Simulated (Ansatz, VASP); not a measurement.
C: VASP beside Ansatz

INCAR

```
PREC = Accurate ; ENCUT = 520
EDIFF = 1E-6 ; ISMEAR = -1
SIGMA = 0.1 ; LREAL = F
LASPH = T ; NELM = 100
ALGO = Normal ; ISIF = 2
LWAVE = F ; LCHARG = F
GGA = RP ; NBANDS = 8
```

Contents of KPOINTS:

```
regular mesh
0
Gamma
  19 19 19
```

POSCAR

```
C
1.0
    0.0000000000      1.5314465481      1.5314465481
    1.5314465481      0.0000000000      1.5314465481
    1.5314465481      1.5314465481      0.0000000000
C
1
Direct
    0.0000000000      0.0000000000      0.0000000000
```

Input for Ansatz:

```yaml
crystal:
  lattice:
    - [0.0, 1.5314465481, 1.5314465481]
    - [1.5314465481, 0.0, 1.5314465481]
    - [1.5314465481, 1.5314465481, 0.0]
  atoms:
    - { symbol: C, position: [0.0, 0.0, 0.0] }
hamiltonian:
  xc: rpbe
  pseudopotentials:
    kind: paw
    azcp:
      C: "pseudopotentials/C.paw.azcp"
basis:
  ecutwfc: 420
  fft_grid_basis: typed
kpoints:
  mp_grid: { grid: [19, 19, 19], shift: [0, 0, 0] }
magnetization:
  spin_polarized: false
scf:
  occupations: { method: fermi_dirac, width: 0.1 }
  lower_state_search: "off"
output:
  stress: true
  write_density: true
  write_potential: true
  elf: true
  volumetric_format: npy
```

Alike in both runs: task single point; functional RPBE; k mesh 19 × 19 × 19; occupations fermi-dirac, width 0.1 eV; no spin polarisation.

|  | VASP | Ansatz |
| --- | --- | --- |
| version | VASP 6.6.1 | Ansatz 0.2.0 |
| potentials or method | VASP PAW PBE potentials, release 64 (C), cutoff 520 eV | plane waves (420 eV) with PAW, scalar-relativistic |
| valence electrons in the cell | 4 | 4 |

|  | VASP | Ansatz | Ansatz less VASP |
| --- | --- | --- | --- |
| pressure (GPa) | 6.1 | 6.0 | -0.06 |

VASP's potentials were made for PBE, not for RPBE.
